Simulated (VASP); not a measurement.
# CsCaBr3 (Pm-3m) in VASP: further runs

The runs below take CsCaBr3 through single point, with LDA.

All numbers are computed with VASP 6.6.1; they aren't measurements. Logs are shortened: lines on timing, memory, paths and dates and some standing lists are left out, and cuts for length are marked.

**1. The cell of the first run**

It takes space group Pm-3m (No. 221, cubic). Conventional cell: a = 5.709 Å, b = 5.709 Å, c = 5.709 Å, α = 90.00°, β = 90.00°, γ = 90.00°. Cs (site symmetry m-3m) has 12 Br at 4.04 Å and 8 Ca at 4.94 Å within 5.3 Å. Ca (site symmetry m-3m) has 6 Br at 2.85 Å within 3.8 Å. Within 3.8 Å of Br (site symmetry 4/mmm) lie 2 Ca at 2.85 Å.

**2. Single point, LDA**

INCAR reads:

```
ALGO = Normal ; EDIFF = 1E-6
ENCUT = 520 ; ISIF = 2
ISMEAR = 0 ; LASPH = True
LCHARG = False ; LREAL = False
LWAVE = False ; NBANDS = 28
NELM = 60 ; PREC = Accurate
SIGMA = 0.01
```

KPOINTS reads:

```
k-points
0
Gamma
  3 3 3
```

POSCAR reads:

```
CsCaBr3
1.0
    5.7086660000      0.0000000000      0.0000000000
    0.0000000000      5.7086660000      0.0000000000
    0.0000000000      0.0000000000      5.7086660000
Cs Ca Br
1 1 3
Direct
    0.0000000000      0.0000000000      0.0000000000
    0.5000000000      0.5000000000      0.5000000000
    0.5000000000      0.0000000000      0.5000000000
    0.0000000000      0.5000000000      0.5000000000
    0.5000000000      0.5000000000      0.0000000000
```

Potentials or basis: VASP PAW LDA potentials, release 64 (Cs_sv, Ca_sv, Br).

The run is started by

```
$ cat potpaw_LDA.64/Cs_sv/POTCAR potpaw_LDA.64/Ca_sv/POTCAR potpaw_LDA.64/Br/POTCAR > POTCAR
$ mpirun -np 1 vasp_std > vasp.out
```

OUTCAR:

```text
EDIFF = 1E-6
   ENCUT = 520
   ISIF = 2
   ISMEAR = 0
   LASPH = True
   LREAL = False
   NELM = 60
   PREC = Accurate

 ion  position               nearest neighbor table
   1  0.000  0.000  0.000-
   2  0.500  0.500  0.500-   3 2.85   4 2.85   5 2.85   5 2.85   3 2.85   4 2.85
   3  0.500  0.000  0.500-   2 2.85   2 2.85
   4  0.000  0.500  0.500-   2 2.85   2 2.85
   5  0.500  0.500  0.000-   2 2.85   2 2.85

  LATTYP: Found a simple cubic cell.
 ALAT       =     5.7086660000

  Lattice vectors:

 A1 = (   5.7086660000,   0.0000000000,   0.0000000000)
 A2 = (   0.0000000000,   5.7086660000,   0.0000000000)
 A3 = (   0.0000000000,   0.0000000000,   5.7086660000)

Analysis of symmetry for initial positions (statically):
=====================================================================
 Subroutine PRICEL returns:
 Original cell was already a primitive cell.

 Routine SETGRP: Setting up the symmetry group for a
 simple cubic supercell.

 Subroutine GETGRP returns: Found 48 space group operations
 (whereof 48 operations were pure point group operations)
 out of a pool of 48 trial point group operations.

The static configuration has the point symmetry O_h .

Analysis of symmetry for dynamics (positions and initial velocities):
=====================================================================
 Subroutine PRICEL returns:
 Original cell was already a primitive cell.

 Routine SETGRP: Setting up the symmetry group for a
 simple cubic supercell.

 Subroutine GETGRP returns: Found 48 space group operations
 (whereof 48 operations were pure point group operations)
 out of a pool of 48 trial point group operations.

The dynamic configuration has the point symmetry O_h .

 Subroutine INISYM returns: Found 48 space group operations
 (whereof 48 operations are pure point group operations),
 and found     1 'primitive' translations

----------------------------------------------------------------------------------------

                                     Primitive cell

  volume of cell :     186.0390

  direct lattice vectors                    reciprocal lattice vectors
     5.708666000  0.000000000  0.000000000     0.175172273  0.000000000  0.000000000
     0.000000000  5.708666000  0.000000000     0.000000000  0.175172273  0.000000000
     0.000000000  0.000000000  5.708666000     0.000000000  0.000000000  0.175172273

  length of vectors
     5.708666000  5.708666000  5.708666000     0.175172273  0.175172273  0.175172273

  position of ions in fractional coordinates (direct lattice)
     0.000000000  0.000000000  0.000000000
     0.500000000  0.500000000  0.500000000
     0.500000000  0.000000000  0.500000000
     0.000000000  0.500000000  0.500000000
     0.500000000  0.500000000  0.000000000

  ion indices of the primitive-cell ions
   primitive index   ion index
                 1           1
                 2           2
                 3           3
                 4           4
                 5           5

----------------------------------------------------------------------------------------

 KPOINTS: k-points

Automatic generation of k-mesh.
 Grid dimensions read from file:
 generate k-points for:    3    3    3

 Generating k-lattice:

  Cartesian coordinates                     Fractional coordinates (reciprocal lattice)
     0.058390758  0.000000000  0.000000000     0.333333333  0.000000000  0.000000000
     0.000000000  0.058390758  0.000000000     0.000000000  0.333333333  0.000000000
     0.000000000  0.000000000  0.058390758     0.000000000  0.000000000  0.333333333

  Length of vectors
     0.058390758  0.058390758  0.058390758

  Shift w.r.t. Gamma in fractional coordinates (k-lattice)
     0.000000000  0.000000000  0.000000000

 Subroutine IBZKPT returns following result:
 ===========================================

 Found      4 irreducible k-points:

 Following reciprocal coordinates:
            Coordinates               Weight
  0.000000  0.000000  0.000000      1.000000
  0.333333  0.000000  0.000000      6.000000
  0.333333  0.333333  0.000000     12.000000
  0.333333  0.333333  0.333333      8.000000
   k-points           NKPTS =      4   k-points in BZ     NKDIM =      4   number of bands    NBANDS=     28
   number of dos      NEDOS =    301   number of ions     NIONS =      5
   total plane-waves  NPLWV =  74088
   dimension x,y,z NGX =    42 NGY =   42 NGZ =   42
   dimension x,y,z NGXF=    84 NGYF=   84 NGZF=   84
   ions per type =               1   1   3
   NGX,Y,Z   is equivalent  to a cutoff of  12.23, 12.23, 12.23 a.u.
   NGXF,Y,Z  is equivalent  to a cutoff of  24.46, 24.46, 24.46 a.u.
 SYSTEM =  unknown system
   PREC   = accura    normal or accurate (medium, high low for compatibility)
   ISTART =      0    job   : 0-new  1-cont  2-samecut
   ICHARG =      2    charge: 1-file 2-atom 10-const
   ISPIN  =      1    spin polarized calculation?
   LNONCOLLINEAR =      F non collinear calculations
   LSORBIT =      F    spin-orbit coupling
   LASPH  =      T    aspherical Exc in radial PAW
   ENCUT  =  520.0 eV  38.22 Ry    6.18 a.u.  10.61 10.61 10.61*2*pi/ulx,y,z
   NELM   =     60;   NELMIN=  2; NELMDL= -5     # of ELM steps
   EDIFF  = 0.1E-05   stopping-criterion for ELM
   LREAL  =      F    real-space projection
   EDIFFG = 0.1E-04   stopping-criterion for IOM
   NSW    =      0    number of steps for IOM
   IBRION =     -1    ionic relax: 0-MD 1-quasi-New 2-CG
   NFREE  =      0    steps in history (QN), initial steepest desc. (CG)
   ISIF   =      2    stress and relaxation
   ISYM   =      2    0-nonsym 1-usesym 2-fastsym
   POTIM  = 0.5000    time-step for ionic-motion
   TEBEG  =    0.0;   TEEND  =   0.0 temperature during run
   PSTRESS=    0.0 pullay stress
   NELECT =      40.0000    total number of electrons
   NUPDOWN=      -1.0000    fix difference up-down
   EMIN   =  10.00;   EMAX   =-10.00  energy-range for DOS
   EFERMI =   0.00;   METHOD = LEGACY
   ISMEAR =     0;   SIGMA  =   0.01  broadening in eV -4-tet -1-fermi 0-gaus
   EFERMI_NEDOS =   21; number of points for ismear=-14 and -15
   IALGO  =     38    algorithm
   IMIX   =      4    mixing-type and parameters
     AMIX     =   0.40;   BMIX     =  1.00
     AMIX_MAG =   1.60;   BMIX_MAG =  1.00
  volume/ion in A,a.u.               =      37.21       251.09
  Fermi-wavevector in a.u.,A,eV,Ry     =   0.980754  1.853357 13.087157  0.961879
  Thomas-Fermi vector in A             =   2.111709
   LORBIT       =      0    0 simple, 1 ext, 2 COOP (PROOUT), +10 PAW based schemes
   GGA     = CA    functional components
   LHFCALC =     F    Hartree Fock is set to
   AEXX    =    0.0000 exact exchange contribution
   IVDW    =     0    specifies the selected vdW correction
   LEPSILON=     F    determine dielectric tensor
   LRPA    =     F    only Hartree local field effects (RPA)
 non-spin polarized calculation
 Gauss-broadening in eV      SIGMA  =   0.01
  energy-cutoff  :      520.00
  volume of cell :      186.04
 maximum number of plane-waves:      5025
 NGX is ok and might be reduce to    42
   NGX = 21   NGY = 21   NGZ = 21

 number of electron      40.0000007 magnetization

 Free energy of the ion-electron system (eV)
  ---------------------------------------------------
  ext. energy  EPLUGINS =         0.00000000
  ---------------------------------------------------
  free energy    TOTEN  =       -19.53082091 eV

  energy without entropy =      -19.53082091  energy(sigma->0) =      -19.53082091

 E-fermi :  -0.7551     XC(G=0):  -8.1811

 val. band max:       -0.8354953544   @ k =   0.3333   0.3333   0.3333
 cond. band min:       3.4127714025   @ k =   0.0000   0.0000   0.0000
 fundamental gap:      4.2482667569
 Fermi energy:        -0.7551306667

 k-point     1 :       0.0000    0.0000    0.0000
  band No.  band energies     occupation
      1     -39.1948      2.00000
      2     -20.5348      2.00000
      3     -20.5348      2.00000
      4     -20.5348      2.00000
      5     -20.3198      2.00000
      6     -13.7301      2.00000
[... 20 lines left out ...]
     27       5.2024      0.00000
     28       5.2024      0.00000

 k-point     2 :       0.3333    0.0000    0.0000
  band No.  band energies     occupation
      1     -39.1948      2.00000
      2     -20.5499      2.00000
      3     -20.5346      2.00000
      4     -20.5346      2.00000
      5     -20.3178      2.00000
      6     -13.6584      2.00000
[... 20 lines left out ...]
     27       5.5679      0.00000
     28       5.6721      0.00000

 k-point     3 :       0.3333    0.3333    0.0000
  band No.  band energies     occupation
      1     -39.1947      2.00000
      2     -20.5495      2.00000
      3     -20.5492      2.00000
      4     -20.5344      2.00000
      5     -20.3168      2.00000
      6     -13.5757      2.00000
[... 20 lines left out ...]
     27       6.1842      0.00000
     28       6.5590      0.00000

 k-point     4 :       0.3333    0.3333    0.3333
  band No.  band energies     occupation
      1     -39.1947      2.00000
      2     -20.5492      2.00000
      3     -20.5490      2.00000
      4     -20.5490      2.00000
      5     -20.3158      2.00000
      6     -13.4903      2.00000
[... 20 lines left out ...]
     27       6.4003      0.00000
     28       6.6622      0.00000

------------------------ aborting loop because EDIFF is reached ----------------------------------------

  FORCE on cell =-STRESS in cart. coord.  units (eV):
  Direction    XX          YY          ZZ          XY          YZ          ZX
  --------------------------------------------------------------------------------------
  -------------------------------------------------------------------------------------
  Total       -2.3129502     -2.3129502     -2.3129502      0.0000000      0.0000000     -0.0000000
  in kB      -19.9192487    -19.9192487    -19.9192487      0.0000000      0.0000000     -0.0000000
  external PRESSURE =     -19.9192487 kB  Pullay stress =       0.0000000 kB

 VOLUME and BASIS-vectors are now :
 -----------------------------------------------------------------------------
  energy-cutoff  :      520.00
  volume of cell :      186.04
      direct lattice vectors                 reciprocal lattice vectors
     5.708666000  0.000000000  0.000000000     0.175172273  0.000000000  0.000000000
     0.000000000  5.708666000  0.000000000     0.000000000  0.175172273  0.000000000
     0.000000000  0.000000000  5.708666000     0.000000000  0.000000000  0.175172273

 POSITION                                       TOTAL-FORCE (eV/Angst)
 -----------------------------------------------------------------------------------
      0.00000      0.00000      0.00000         0.000000      0.000000      0.000000
      2.85433      2.85433      2.85433         0.000000      0.000000      0.000000
      2.85433      0.00000      2.85433         0.000000      0.000000      0.000000
      0.00000      2.85433      2.85433         0.000000      0.000000      0.000000
      2.85433      2.85433      0.00000         0.000000      0.000000      0.000000
 -----------------------------------------------------------------------------------
    total drift:                                0.000000     -0.000000     -0.000000

  FREE ENERGIE OF THE ION-ELECTRON SYSTEM (eV)
  ---------------------------------------------------
  free  energy   TOTEN  =       -19.5308209073 eV

  energy  without entropy=      -19.5308209073  energy(sigma->0) =      -19.53082091
```

Run time: 11 s. Hardware: 1 thread of Intel Xeon 6975P-C (Granite Rapids), shared host; peak memory 0.21 GiB.

What came out:

| Quantity | Value |
| --- | --- |
| Free energy | -19.5308 eV |
| Pressure | -2.0 GPa |
| Band gap on the k mesh | 4.25 eV, indirect (least direct gap 4.34 eV) |

Levels at points of the mesh, in eV from the valence-band top:
```tsv
k point	band 16	band 17	band 18	band 19	band 20	band 21	band 22	band 23	band 24	band 25
(0.00, 0.00, 0.00)	-0.42	-0.42	-0.09	-0.09	-0.09	4.25	4.66	4.66	4.66	5.56
```

Caveat: spin-orbit coupling is left out, which moves the levels of the heavy elements.

**3. Single point, LDA**

INCAR reads:

```
PREC = Accurate
ENCUT = 520
EDIFF = 1E-7
ISMEAR = 0
SIGMA = 0.01
LREAL = False
LASPH = True
NELM = 100
ALGO = Normal
ISIF = 2
LWAVE = False
LCHARG = True
GGA = CA
LELF = True
LVHAR = True
NBANDS = 28
```

KPOINTS reads:

```
Automatic mesh
0
Gamma
  3 3 3
```

POSCAR is that of step 2.

Potentials or basis: VASP PAW LDA potentials, release 64 (Cs_sv, Ca_sv, Br).

The run is started by

```
$ cat potpaw_LDA.64/Cs_sv/POTCAR potpaw_LDA.64/Ca_sv/POTCAR potpaw_LDA.64/Br/POTCAR > POTCAR
$ mpirun -np 1 vasp_std > vasp.out
```

It took 12 s on 1 thread of Intel Xeon 6975P-C (Granite Rapids), shared host; peak memory 0.21 GiB.

Results (log left out):

```yaml
Free_energy: -19.5308 eV
Pressure: -2.0 GPa
Band_gap_on_the_k_mesh: 4.25 eV, indirect (least direct gap 4.34 eV)
```

Levels at points of the mesh, in eV from the valence-band top:
```
           k point  band 17  band 18  band 19  band 20  band 21  band 22  band 23  band 24
(0.00, 0.00, 0.00)    -0.42    -0.09    -0.09    -0.09     4.25     4.66     4.66     4.66
```

Caveat: spin-orbit coupling is left out, which moves the levels of the heavy elements.

**4. Single point, LDA**

INCAR reads:

```
SYSTEM = CsCaBr3
PREC = Accurate ; ENCUT = 520
EDIFF = 1E-7 ; ISMEAR = 0
SIGMA = 0.01 ; LREAL = .False.
LASPH = .True. ; NELM = 60
ALGO = Normal ; ISIF = 2
LWAVE = .False. ; LCHARG = .False.
GGA = CA ; NBANDS = 28
```

KPOINTS reads:

```
Automatic mesh
0
Gamma
  3 3 3
  0 0 0
```

POSCAR is that of step 3.

The run is started by

```
$ cat potpaw_LDA.64/Cs_sv/POTCAR potpaw_LDA.64/Ca_sv/POTCAR potpaw_LDA.64/Br/POTCAR > POTCAR
$ mpirun -np 1 vasp_std > vasp.out
```

It took 11 s on 1 thread of Intel Xeon 6975P-C (Granite Rapids), shared host; peak memory 0.21 GiB.

The run converged. Its results:

| Item | Value |
| --- | --- |
| Free energy | -19.5308 eV |
| Pressure | -2.0 GPa |
| Band gap on the k mesh | 4.25 eV, indirect (least direct gap 4.34 eV) |

Levels at points of the mesh, in eV from the valence-band top:
```
           k point  band 16  band 17  band 18  band 19  band 20  band 21  band 22  band 23  band 24  band 25
(0.00, 0.00, 0.00)    -0.42    -0.42    -0.09    -0.09    -0.09     4.25     4.66     4.66     4.66     5.56
```

Caveat: spin-orbit coupling is left out, which moves the levels of the heavy elements. A hybrid or GW would open this gap; LDA tends to underestimate it.
